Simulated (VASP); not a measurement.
A run of VASP 6.6.1 is set up as follows.

POSCAR

```
TaN
1.0
    0.0000000000      2.1790013100      2.1790013100
    2.1790013100      0.0000000000      2.1790013100
    2.1790013100      2.1790013100      0.0000000000
Ta N
1 1
Direct
    0.5000000000      0.5000000000      0.5000000000
    0.0000000000      0.0000000000      0.0000000000
```

File INCAR.step1:

```
SYSTEM = TaN
  PREC = Accurate
  ENCUT = 520
  EDIFF = 1E-5
  ISMEAR = -1
  SIGMA = 0.05
  LREAL = .FALSE.
  LASPH = .TRUE.
  NELM = 120
  ALGO = Normal
  ISIF = 2
  LWAVE = .TRUE.
  LCHARG = .FALSE.
  NBANDS = 15
  GGA = PE
  GGA_COMPAT = .FALSE.
```

Contents of INCAR.step2:

```
SYSTEM = TaN
  PREC = Accurate
  ENCUT = 520
  EDIFF = 1E-6
  ISMEAR = -1
  SIGMA = 0.05
  LREAL = .FALSE.
  LASPH = .TRUE.
  NELM = 120
  ALGO = Normal
  ISIF = 2
  LWAVE = .FALSE.
  LCHARG = .FALSE.
  GGA = PE
  LHFCALC = .TRUE.
  AEXX = 0.25
  PRECFOCK = Normal
  NBANDS = 15
  ISTART = 1
  GGA_COMPAT = .FALSE.
```

Contents of KPOINTS:

```
regular mesh
0
G
  5 5 5
  0 0 0
```

Potentials or basis: VASP PAW PBE potentials, release 64 (Ta_pv, N).

Run with:

```console
$ cat potpaw_PBE.64/Ta_pv/POTCAR potpaw_PBE.64/N/POTCAR > POTCAR
$ cp INCAR.step1 INCAR
$ mpirun -np 1 vasp_std > vasp.out
$ cp INCAR.step2 INCAR
$ mpirun -np 1 vasp_std > vasp.out
```

Q: Predict the band gap on the k mesh.

A: Zero (bands 8 and 9 overlap by 4.51 eV).

Q: Predict the pressure.

A: 4.7 GPa.

Caveat: the k points lie up to 0.50 Å⁻¹ apart, too coarse for converged energies and pressures of a metal; the PAW data sets were made with another functional, which shifts forces and pressure a little; spin-orbit coupling is left out, which moves the levels of the heavy elements.
